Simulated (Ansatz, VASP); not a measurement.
# One calculation of ScSi2, two programs

```xyz
6
Lattice="0.0000 3.6662 3.6662 3.6662 0.0000 3.6662 3.6662 3.6662 0.0000" Properties=species:S:1:pos:R:3 pbc="T T T"
Sc    3.6662    3.6662    3.6662
Sc    5.4993    5.4993    5.4993
Si    2.7496    2.7496    0.9165
Si    0.9165    0.9165    0.9165
Si    2.7496    0.9165    2.7496
Si    0.9165    2.7496    2.7496
```

Change from the starting cell: species swapped into the TaV2 type (Fd-3m, No. 227).

Alike in both runs: task single point; functional PBE; k mesh 4 × 4 × 4; occupations gaussian, width 0.1 eV; no spin polarisation.

|  | VASP | Ansatz |
| --- | --- | --- |
| version | VASP 6.6.1 | Ansatz 0.2.0 |
| potentials or method | VASP PAW PBE potentials, release 64 (Sc_sv, Si), cutoff 520 eV | scalar-relativistic, plane waves, PAW |
| valence electrons in the cell | 38 | 38 |

|  | VASP | Ansatz | Ansatz less VASP |
| --- | --- | --- | --- |
| gap on the k mesh at the Fermi level (eV) | none | none | - |
| pressure (GPa) | -5.2 | -5.2 | -0.06 |

A gap of «none» marks a metal or a gap that the smearing closes.

The k mesh is coarse, so the values compare programs but aren't converged.
